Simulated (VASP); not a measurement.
HfO2: relaxation of volume and atoms at fixed shape with LDA

The system is HfO2.

```
CELL_PARAMETERS angstrom
0.00000 2.55750 2.55750
2.55750 0.00000 2.55750
2.55750 2.55750 0.00000
ATOMIC_POSITIONS crystal
Hf 0.00000 0.00000 0.00000
O 0.25000 0.25000 0.25000
O 0.75000 0.75000 0.75000
```

```
Program                : VASP 6.6.1
Task                   : relaxation of volume and atoms at fixed shape
Functional             : LDA
Potentials or basis    : VASP PAW LDA potentials, release 64 (Hf_pv, O)
Cutoff                 : 600 eV
k mesh                 : 8 × 8 × 8
Occupations            : gaussian, width 0.01 eV
Spin                   : no spin polarisation
Dipole correction      : no
Further INCAR settings : ALGO = Normal; EDIFF = 1e-06; IBRION = 2; EDIFFG = -0.02; NSW = 50; ISIF = 8
```

- Relaxed volume: 10.30 Å³/atom
- Relaxed cell: a = 3.522 Å, b = 3.522 Å, c = 3.522 Å, α = 60.00°, β = 60.00°, γ = 60.00°
- Space group after relaxing (to 0.1 Å): Fm-3m (No. 225)
- Energy gained by relaxing: 56.4 meV/atom
- Ionic steps: 4
- Pressure after relaxing: -0.1 GPa
- Band gap on the k mesh: 3.74 eV

Step by step:
```
step  energy change (eV)  largest force (eV/Å)  pressure (GPa)  volume (Å³)
   1              0.0000                0.0000          -19.57        33.46
   2              0.3001                0.0000           46.73        27.29
   3             -0.1691                0.0000           -0.80        30.96
   4             -0.1693                0.0000           -0.14        30.89
```

Final structure:
```
Hf O
1.0
     0.00000    2.49031    2.49031
     2.49031    0.00000    2.49031
     2.49031    2.49031    0.00000
Hf O
1 2
Cartesian
  2.4903 0.0000 2.4903
  1.2452 1.2452 1.2452
  3.7355 3.7355 3.7355
```

Levels at points of the mesh, in eV from the valence-band top:
```
           k point  band 9  band 10  band 11  band 12  band 13  band 14
(0.00, 0.00, 0.00)   -0.64    -0.64    -0.64     3.81     3.81     6.12
(0.50, 0.00, 0.00)   -2.88    -1.90    -1.90     4.62     4.62     7.46
(0.50, 0.50, 0.00)   -1.64    -1.64     0.00     3.74     5.61     7.10
```

Run time: 99 s on 1 thread of Intel Xeon 8259CL, on a shared host, peak memory 0.17 GiB.

Caveat: spin-orbit coupling is left out, which moves the levels of the heavy elements. LDA usually gives volumes a few per cent too small.
